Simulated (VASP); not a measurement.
Runs of VASP 6.6.1 on LaB6. The structure is that of space group Pm-3m (No. 221), or close to it. The cells are those of the table. 

```csv
level,cell,gap on the mesh (eV),pressure (GPa),largest force (eV/Å)
r2SCAN,"a = 4.152 Å, 7 atoms",none,0.0,0.02
PBEsol,"a = 4.130 Å, 7 atoms",none,0.1,0.03
r2SCAN,"a = 4.096 Å, 7 atoms",none,(b),0.03
r2SCAN,"a = 4.067 Å, 7 atoms",none,(a),0.03
r2SCAN,"a = 4.234 Å, 7 atoms",none,-9.4,0.01
r2SCAN,"a = 4.124 Å, 7 atoms",none,3.8,0.02
r2SCAN,"a = 4.207 Å, 7 atoms",none,-6.5,0.02
PBE,"a = 4.155 Å, 7 atoms",none,0.0,0.02
```

Alike in all rows: task single point; potentials or basis VASP PAW PBE potentials, release 64 (La, B); no spin polarisation; k mesh 8 × 8 × 8; cutoff (eV) 520; smearing fermi-dirac 0.1 eV.

Problem. Fill in the values left out.

Solution. (a) 12.5; (b) 7.9.

Caveats: spin-orbit coupling is left out, which moves the levels of the heavy elements; the PAW data sets were made with another functional, which shifts forces and pressure a little (some runs).

A k mesh can miss the band edges, and the runs leave out spin-orbit coupling on La.

A gap of «none» marks levels without a gap at the run's occupations.
